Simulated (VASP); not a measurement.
Ca2Ge3:

```
CELL_PARAMETERS angstrom
3.74421 0.00000 0.00000
-1.87211 3.24258 0.00000
0.00000 0.00000 12.23655
ATOMIC_POSITIONS crystal
Ca 0.33333 0.66667 0.29207
Ca 0.66667 0.33333 0.70793
Ge 0.33333 0.66667 0.91585
Ge 0.66667 0.33333 0.08415
Ge 0.00000 0.00000 0.50000
```

| Quantity | Value |
| --- | --- |
| Program | VASP 6.6.1 |
| Task | relaxation of cell and atoms |
| Functional | PBE |
| Potentials or basis | VASP PAW PBE potentials, release 64 (Ca_sv, Ge_d) |
| Cutoff | 600 eV |
| k mesh | 6 × 6 × 2 |
| Occupations | gaussian, width 0.1 eV |
| Spin | no spin polarisation |

At the start: pressure -5.7 GPa; volume 29.71 Å³/atom.

Problem. Where does the relaxation end?

Solution. Over 16 steps the energy falls by 401.1 meV/atom and the volume is 25.69 Å³/atom (-13.5 %); space group P-3m1 (No. 164, to 0.05 Å).

The path:
```
step  energy change (eV)  largest force (eV/Å)  pressure (GPa)  volume (Å³)
   1              0.0000                0.8873           -5.72       148.56
   2             -0.9427                1.2832           -1.73       126.69
   3             -1.1421                1.5007            2.68       116.08
   4             -1.5880                0.4335            4.93       115.11
   5             -1.6417                0.5310            5.87       114.60
   6             -1.6006                0.7320            7.97       113.31
   7             -1.6639                0.6547            6.74       114.07
   8             -1.9522                0.3458            0.91       127.06
   9             -1.9525                0.3368            0.77       127.51
  10             -1.9786                0.2869            0.30       128.10
  11             -1.9899                0.2647           -0.24       128.82
  12             -1.9902                0.2678           -0.17       128.71
  13             -1.9980                0.1977           -0.05       128.33
  14             -2.0046                0.0174            0.31       127.36
  15             -2.0048                0.0199            0.24       127.52
  16             -2.0055                0.0254           -0.09       128.47
```

Final structure:
```yaml
crystal:
  lattice:
    - [3.93222, 0.00000, 0.00000]
    - [-1.96611, 3.40540, 0.00000]
    - [0.00000, 0.00000, 9.59403]
  atoms:
    - { symbol: Ca, position: [0.33333, 0.66667, 0.28480] }
    - { symbol: Ca, position: [0.66667, 0.33333, 0.71520] }
    - { symbol: Ge, position: [0.33333, 0.66667, 0.94038] }
    - { symbol: Ge, position: [0.66667, 0.33333, 0.05962] }
    - { symbol: Ge, position: [0.00000, 0.00000, 0.50000] }
```
